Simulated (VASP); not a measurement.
# CuI (F-43m) in VASP: a series of runs

CuI is run at these levels: PBE, r2SCAN; tasks: single point.

Program: VASP 6.6.1. These are calculated values, not measurements. Logs are shortened: lines on timing, memory, paths and dates and some standing lists are left out, and cuts for length are marked.

**1. The cell of the first run**

It takes space group F-43m (No. 216, cubic). Conventional cell: a = 6.084 Å, b = 6.084 Å, c = 6.084 Å, α = 90.00°, β = 90.00°, γ = 90.00°. Cu (site symmetry -43m) has 4 I at 2.63 Å within 3.5 Å. Within 3.5 Å of I (site symmetry -43m) lie 4 Cu at 2.63 Å.

**2. Single point, PBE (strain +1.0%)**

Contents of INCAR:

```
ALGO = Normal
EDIFF = 1E-7
ENCUT = 520
GGA = PE
ISIF = 2
ISMEAR = -1
LASPH = T
LCHARG = T
LELF = T
LREAL = F
LVHAR = T
LWAVE = F
NBANDS = 16
NELM = 100
PREC = Accurate
SIGMA = 0.02
```

Contents of KPOINTS:

```
k-points
0
Gamma
  8 8 8
```

Contents of POSCAR:

```
CuI
1.0
    0.0000000000      3.0421493686      3.0421493686
    3.0421493686      0.0000000000      3.0421493686
    3.0421493686      3.0421493686      0.0000000000
Cu I
1 1
Direct
    0.0000000000      0.0000000000      0.0000000000
    0.2500000000      0.2500000000      0.2500000000
```

Potentials or basis: VASP PAW PBE potentials, release 64 (Cu, I).

Command:

```sh
> cat potpaw_PBE.64/Cu/POTCAR potpaw_PBE.64/I/POTCAR > POTCAR
> mpirun -np 1 vasp_std > vasp.out
```

OUTCAR:

```text
EDIFF = 1E-7
   ENCUT = 520
   GGA = PE
   ISIF = 2
   ISMEAR = -1
   LASPH = T
   LREAL = F
   NELM = 100
   PREC = Accurate

 ion  position               nearest neighbor table
   1  0.000  0.000  0.000-   2 2.63   2 2.63   2 2.63   2 2.63
   2  0.250  0.250  0.250-   1 2.63   1 2.63   1 2.63   1 2.63

  LATTYP: Found a face centered cubic cell.
 ALAT       =     6.0842987372

  Lattice vectors:

 A1 = (   0.0000000000,   3.0421493686,   3.0421493686)
 A2 = (   3.0421493686,   0.0000000000,   3.0421493686)
 A3 = (   3.0421493686,   3.0421493686,   0.0000000000)

Analysis of symmetry for initial positions (statically):
=====================================================================
 Subroutine PRICEL returns:
 Original cell was already a primitive cell.

 Routine SETGRP: Setting up the symmetry group for a
 face centered cubic supercell.

 Subroutine GETGRP returns: Found 24 space group operations
 (whereof 24 operations were pure point group operations)
 out of a pool of 48 trial point group operations.

The static configuration has the point symmetry T_d .

Analysis of symmetry for dynamics (positions and initial velocities):
=====================================================================
 Subroutine PRICEL returns:
 Original cell was already a primitive cell.

 Routine SETGRP: Setting up the symmetry group for a
 face centered cubic supercell.

 Subroutine GETGRP returns: Found 24 space group operations
 (whereof 24 operations were pure point group operations)
 out of a pool of 48 trial point group operations.

The dynamic configuration has the point symmetry T_d .

 Subroutine INISYM returns: Found 24 space group operations
 (whereof 24 operations are pure point group operations),
 and found     1 'primitive' translations

----------------------------------------------------------------------------------------

                                     Primitive cell

  volume of cell :      56.3082

  direct lattice vectors                    reciprocal lattice vectors
     0.000000000  3.042149369  3.042149369    -0.164357479  0.164357479  0.164357479
     3.042149369  0.000000000  3.042149369     0.164357479 -0.164357479  0.164357479
     3.042149369  3.042149369  0.000000000     0.164357479  0.164357479 -0.164357479

  length of vectors
     4.302248896  4.302248896  4.302248896     0.284675504  0.284675504  0.284675504

  position of ions in fractional coordinates (direct lattice)
     0.000000000  0.000000000  0.000000000
     0.250000000  0.250000000  0.250000000

  ion indices of the primitive-cell ions
   primitive index   ion index
                 1           1
                 2           2

----------------------------------------------------------------------------------------

 KPOINTS: k-points

Automatic generation of k-mesh.
 Grid dimensions read from file:
 generate k-points for:    8    8    8

 Generating k-lattice:

  Cartesian coordinates                     Fractional coordinates (reciprocal lattice)
    -0.020544685  0.020544685  0.020544685     0.125000000  0.000000000  0.000000000
     0.020544685 -0.020544685  0.020544685     0.000000000  0.125000000  0.000000000
     0.020544685  0.020544685 -0.020544685     0.000000000  0.000000000  0.125000000

  Length of vectors
     0.035584438  0.035584438  0.035584438

  Shift w.r.t. Gamma in fractional coordinates (k-lattice)
     0.000000000  0.000000000  0.000000000

 Subroutine IBZKPT returns following result:
 ===========================================

 Found     29 irreducible k-points:

 Following reciprocal coordinates:
            Coordinates               Weight
  0.000000  0.000000  0.000000      1.000000
  0.125000  0.000000  0.000000      8.000000
  0.250000  0.000000  0.000000      8.000000
  0.375000  0.000000  0.000000      8.000000
  0.500000  0.000000  0.000000      4.000000
  0.125000  0.125000  0.000000      6.000000
[... 16 lines left out ...]
  0.500000  0.250000  0.125000     48.000000
 -0.375000  0.250000  0.125000     24.000000
 [... further k-points ...]
   k-points           NKPTS =     29   k-points in BZ     NKDIM =     29   number of bands    NBANDS=     16
   number of dos      NEDOS =    301   number of ions     NIONS =      2
   total plane-waves  NPLWV =  32768
   dimension x,y,z NGX =    32 NGY =   32 NGZ =   32
   dimension x,y,z NGXF=    64 NGYF=   64 NGZF=   64
   ions per type =               1   1
   NGX,Y,Z   is equivalent  to a cutoff of  12.37, 12.37, 12.37 a.u.
   NGXF,Y,Z  is equivalent  to a cutoff of  24.73, 24.73, 24.73 a.u.
 SYSTEM =  unknown system
   PREC   = accura    normal or accurate (medium, high low for compatibility)
   ISTART =      0    job   : 0-new  1-cont  2-samecut
   ICHARG =      2    charge: 1-file 2-atom 10-const
   ISPIN  =      1    spin polarized calculation?
   LNONCOLLINEAR =      F non collinear calculations
   LSORBIT =      F    spin-orbit coupling
   LASPH  =      T    aspherical Exc in radial PAW
   ENCUT  =  520.0 eV  38.22 Ry    6.18 a.u.   8.00  8.00  8.00*2*pi/ulx,y,z
   NELM   =    100;   NELMIN=  2; NELMDL= -5     # of ELM steps
   EDIFF  = 0.1E-06   stopping-criterion for ELM
   LREAL  =      F    real-space projection
   EDIFFG = 0.1E-05   stopping-criterion for IOM
   NSW    =      0    number of steps for IOM
   IBRION =     -1    ionic relax: 0-MD 1-quasi-New 2-CG
   NFREE  =      0    steps in history (QN), initial steepest desc. (CG)
   ISIF   =      2    stress and relaxation
   ISYM   =      2    0-nonsym 1-usesym 2-fastsym
   POTIM  = 0.5000    time-step for ionic-motion
   TEBEG  =    0.0;   TEEND  =   0.0 temperature during run
   PSTRESS=    0.0 pullay stress
   NELECT =      18.0000    total number of electrons
   NUPDOWN=      -1.0000    fix difference up-down
   EMIN   =  10.00;   EMAX   =-10.00  energy-range for DOS
   EFERMI =   0.00;   METHOD = LEGACY
   ISMEAR =    -1;   SIGMA  =   0.02  broadening in eV -4-tet -1-fermi 0-gaus
   EFERMI_NEDOS =   21; number of points for ismear=-14 and -15
   IALGO  =     38    algorithm
   IMIX   =      4    mixing-type and parameters
     AMIX     =   0.40;   BMIX     =  1.00
     AMIX_MAG =   1.60;   BMIX_MAG =  1.00
  volume/ion in A,a.u.               =      28.15       189.99
  Fermi-wavevector in a.u.,A,eV,Ry     =   1.119374  2.115310 17.048068  1.252998
  Thomas-Fermi vector in A             =   2.256012
   LORBIT       =      0    0 simple, 1 ext, 2 COOP (PROOUT), +10 PAW based schemes
   GGA     = PE    functional components
   LHFCALC =     F    Hartree Fock is set to
   AEXX    =    0.0000 exact exchange contribution
   IVDW    =     0    specifies the selected vdW correction
   LEPSILON=     F    determine dielectric tensor
   LRPA    =     F    only Hartree local field effects (RPA)
 non-spin polarized calculation
  energy-cutoff  :      520.00
  volume of cell :       56.31
 maximum number of plane-waves:      1540
   NGX = 15   NGY = 15   NGZ = 15

 number of electron      18.0000010 magnetization

 Free energy of the ion-electron system (eV)
  ---------------------------------------------------
  ext. energy  EPLUGINS =         0.00000000
  ---------------------------------------------------
  free energy    TOTEN  =        -5.56258662 eV

  energy without entropy =       -5.56258662  energy(sigma->0) =       -5.56258662

 E-fermi :   4.7228     XC(G=0):  -8.8882

 val. band max:        4.3174708777   @ k =   0.0000   0.0000   0.0000
 cond. band min:       5.4335029433   @ k =   0.0000   0.0000   0.0000
 fundamental gap:      1.1160320656
 Fermi energy:         4.7228075192

 k-point     1 :       0.0000    0.0000    0.0000
  band No.  band energies     occupation
      1      -9.6379      2.00000
      2       0.7258      2.00000
      3       0.7258      2.00000
      4       0.7258      2.00000
      5       2.5093      2.00000
      6       2.5093      2.00000
[... 8 lines left out ...]
     15      13.8759      0.00000
     16      13.8759      0.00000

 k-point     2 :       0.1250    0.0000    0.0000
  band No.  band energies     occupation
      1      -9.5674      2.00000
      2       0.4306      2.00000
      3       0.7310      2.00000
      4       0.7310      2.00000
      5       2.5034      2.00000
      6       2.5034      2.00000
[... 8 lines left out ...]
     15      13.2304      0.00000
     16      13.2355      0.00000

 k-point     3 :       0.2500    0.0000    0.0000
  band No.  band energies     occupation
      1      -9.3868      2.00000
      2      -0.2649      2.00000
      3       0.7407      2.00000
      4       0.7407      2.00000
      5       2.5006      2.00000
      6       2.5006      2.00000
[... 8 lines left out ...]
     15      13.0301      0.00000
     16      13.2378      0.00000

 k-point     4 :       0.3750    0.0000    0.0000
  band No.  band energies     occupation
      1      -9.1893      2.00000
      2      -0.9310      2.00000
      3       0.7456      2.00000
      4       0.7456      2.00000
      5       2.5197      2.00000
      6       2.5197      2.00000
[... 8 lines left out ...]
     15      13.9342      0.00000
     16      13.9342      0.00000

 k-point     5 :       0.5000    0.0000    0.0000
  band No.  band energies     occupation
      1      -9.1015      2.00000
      2      -1.1997      2.00000
      3       0.7460      2.00000
      4       0.7460      2.00000
      5       2.5367      2.00000
      6       2.5367      2.00000
[... 8 lines left out ...]
     15      15.1576      0.00000
     16      15.1576      0.00000

 k-point     6 :       0.1250    0.1250    0.0000
  band No.  band energies     occupation
      1      -9.5438      2.00000
      2       0.3936      2.00000
      3       0.7086      2.00000
      4       0.7086      2.00000
      5       2.4785      2.00000
      6       2.5218      2.00000
[... 8 lines left out ...]
     15      13.6462      0.00000
     16      14.0296      0.00000

 k-point     7 :       0.2500    0.1250    0.0000
  band No.  band energies     occupation
      1      -9.3995      2.00000
      2      -0.1050      2.00000
      3       0.6905      2.00000
      4       0.7002      2.00000
      5       2.4571      2.00000
      6       2.5309      2.00000
[... 8 lines left out ...]
     15      13.9013      0.00000
     16      14.4084      0.00000

 k-point     8 :       0.3750    0.1250    0.0000
  band No.  band energies     occupation
      1      -9.2051      2.00000
      2      -0.7182      2.00000
      3       0.6258      2.00000
      4       0.7071      2.00000
      5       2.4701      2.00000
      6       2.5424      2.00000
[... 8 lines left out ...]
     15      14.1001      0.00000
     16      14.5139      0.00000

 k-point     9 :       0.5000    0.1250    0.0000
  band No.  band energies     occupation
      1      -9.0769      2.00000
      2      -1.0825      2.00000
      3       0.5432      2.00000
      4       0.7275      2.00000
      5       2.4944      2.00000
      6       2.5397      2.00000
[... 8 lines left out ...]
     15      14.7387      0.00000
     16      15.1775      0.00000
[... 172 lines left out ...]
 k-point    19 :       0.5000    0.3750    0.0000
  band No.  band energies     occupation
      1      -8.9486      2.00000
      2      -1.0538      2.00000
      3       0.4170      2.00000
      4       0.6325      2.00000
      5       2.4348      2.00000
      6       2.5747      2.00000
[... 8 lines left out ...]
     15      15.5117      0.00000
     16      16.4485      0.00000

 k-point    20 :      -0.3750    0.3750    0.0000
  band No.  band energies     occupation
      1      -8.9333      2.00000
      2      -0.8835      2.00000
      3      -0.0256      2.00000
      4       0.6727      2.00000
      5       2.3876      2.00000
      6       2.5344      2.00000
[... 8 lines left out ...]
     15      14.2945      0.00000
     16      17.5469      0.00000

 k-point    21 :       0.5000    0.5000    0.0000
  band No.  band energies     occupation
      1      -8.9198      2.00000
      2      -1.1861      2.00000
      3       0.6117      2.00000
      4       0.6117      2.00000
      5       2.4869      2.00000
      6       2.5648      2.00000
[... 8 lines left out ...]
     15      15.5605      0.00000
     16      16.2982      0.00000

 k-point    22 :       0.3750    0.2500    0.1250
  band No.  band energies     occupation
      1      -9.2469      2.00000
      2      -0.4648      2.00000
      3       0.5087      2.00000
      4       0.7242      2.00000
      5       2.4419      2.00000
      6       2.5457      2.00000
[... 8 lines left out ...]
     15      14.5615      0.00000
     16      15.6061      0.00000

 k-point    23 :       0.5000    0.2500    0.1250
  band No.  band energies     occupation
      1      -9.0831      2.00000
      2      -0.8013      2.00000
      3       0.2867      2.00000
      4       0.7091      2.00000
      5       2.4643      2.00000
      6       2.5244      2.00000
[... 8 lines left out ...]
     15      14.9313      0.00000
     16      15.7662      0.00000

 k-point    24 :      -0.3750    0.2500    0.1250
  band No.  band energies     occupation
      1      -9.0114      2.00000
      2      -0.9440      2.00000
      3       0.1903      2.00000
      4       0.6957      2.00000
      5       2.4471      2.00000
      6       2.5206      2.00000
[... 8 lines left out ...]
     15      15.0418      0.00000
     16      15.5877      0.00000

 [... further k-points ...]
[... 5 lines left out ...]
  --------------------------------------------------------------------------------------
  -------------------------------------------------------------------------------------
  Total       -0.0223770     -0.0223770     -0.0223770      0.0000000      0.0000000      0.0000000
  in kB       -0.6367083     -0.6367083     -0.6367083      0.0000000      0.0000000      0.0000000
  external PRESSURE =      -0.6367083 kB  Pullay stress =       0.0000000 kB

 VOLUME and BASIS-vectors are now :
 -----------------------------------------------------------------------------
  energy-cutoff  :      520.00
  volume of cell :       56.31
      direct lattice vectors                 reciprocal lattice vectors
     0.000000000  3.042149369  3.042149369    -0.164357479  0.164357479  0.164357479
     3.042149369  0.000000000  3.042149369     0.164357479 -0.164357479  0.164357479
     3.042149369  3.042149369  0.000000000     0.164357479  0.164357479 -0.164357479

 POSITION                                       TOTAL-FORCE (eV/Angst)
 -----------------------------------------------------------------------------------
      0.00000      0.00000      0.00000        -0.000000     -0.000000      0.000000
      1.52107      1.52107      1.52107         0.000000      0.000000     -0.000000
 -----------------------------------------------------------------------------------
    total drift:                               -0.000001     -0.000001     -0.000001

  FREE ENERGIE OF THE ION-ELECTRON SYSTEM (eV)
  ---------------------------------------------------
  free  energy   TOTEN  =        -5.5625866243 eV

  energy  without entropy=       -5.5625866243  energy(sigma->0) =       -5.56258662
```

Run time: 21 s. Hardware: 1 thread of Intel Xeon 6975P-C (Granite Rapids), shared host; peak memory 0.18 GiB.

What came out:

- Free energy: -5.5626 eV
- Pressure: -0.1 GPa
- Band gap on the k mesh: 1.12 eV

Caveat: the cell differs from its parent crystal (strain +1.0%); spin-orbit coupling is left out, which moves the levels of the heavy elements.

**3. Single point, r2SCAN (strain +1.0%)**

POSCAR is that of step 2.

Contents of INCAR.step1:

```
SYSTEM = CuI
PREC     = Accurate       ! precision mode
ENCUT    = 520            ! plane-wave cutoff, eV
ISMEAR   = 0              ! smearing method
SIGMA    = 0.01           ! smearing width, eV
LREAL    = .FALSE.        ! projectors in reciprocal space
LASPH    = .TRUE.         ! aspherical terms in the spheres
NELM     = 80             ! most SCF steps
NBANDS   = 16             ! bands
GGA      = PE             ! functional
ALGO     = Normal         ! electronic algorithm
EDIFF    = 1E-4           ! SCF threshold, eV
LWAVE    = .TRUE.         ! write WAVECAR
LCHARG   = .FALSE.        ! write CHGCAR
```

Contents of INCAR.step2:

```
SYSTEM = CuI
PREC     = Accurate       ! precision mode
ENCUT    = 520            ! plane-wave cutoff, eV
EDIFF    = 1E-6           ! SCF threshold, eV
ISMEAR   = 0              ! smearing method
SIGMA    = 0.01           ! smearing width, eV
LREAL    = .FALSE.        ! projectors in reciprocal space
LASPH    = .TRUE.         ! aspherical terms in the spheres
NELM     = 80             ! most SCF steps
ALGO     = Normal         ! electronic algorithm
ISIF     = 2              ! what is computed and relaxed
LWAVE    = .FALSE.        ! write WAVECAR
LCHARG   = .TRUE.         ! write CHGCAR
METAGGA  = R2SCAN         ! meta-GGA
LMIXTAU  = .TRUE.       
LELF     = .TRUE.         ! ELF
LVHAR    = .TRUE.       
NBANDS   = 16             ! bands
ISTART   = 1
```

Contents of KPOINTS:

```
Automatic mesh
0
G
  8 8 8
  0 0 0
```

Potentials or basis: VASP PAW PBE potentials, release 64 (Cu, I).

Command:

```sh
> cat potpaw_PBE.64/Cu/POTCAR potpaw_PBE.64/I/POTCAR > POTCAR
> cp INCAR.step1 INCAR
> mpirun -np 1 vasp_std > vasp.out
> cp INCAR.step2 INCAR
> mpirun -np 1 vasp_std > vasp.out
```

Run time: 58 s. Hardware: 1 thread of Intel Xeon 6975P-C (Granite Rapids), shared host; peak memory 0.2 GiB.

It converged, with:

* Free energy: -35.7889 eV
* Pressure: -1.3 GPa
* Band gap on the k mesh: 1.58 eV

Levels at points of the mesh, in eV from the valence-band top:
```
           k point  band 6  band 7  band 8  band 9  band 10  band 11  band 12  band 13
(0.00, 0.00, 0.00)   -1.79    0.00    0.00    0.00     1.58     5.26     5.26     5.26
(0.50, 0.00, 0.00)   -1.76   -1.73   -0.69   -0.69     2.54     5.75     5.75     7.69
(0.50, 0.50, 0.00)   -1.72   -1.70   -1.46   -1.46     2.96     3.19     9.71    10.35
```

Caveat: the cell differs from its parent crystal (strain +1.0%); the PAW data sets were made with another functional, which shifts forces and pressure a little; spin-orbit coupling is left out, which moves the levels of the heavy elements.
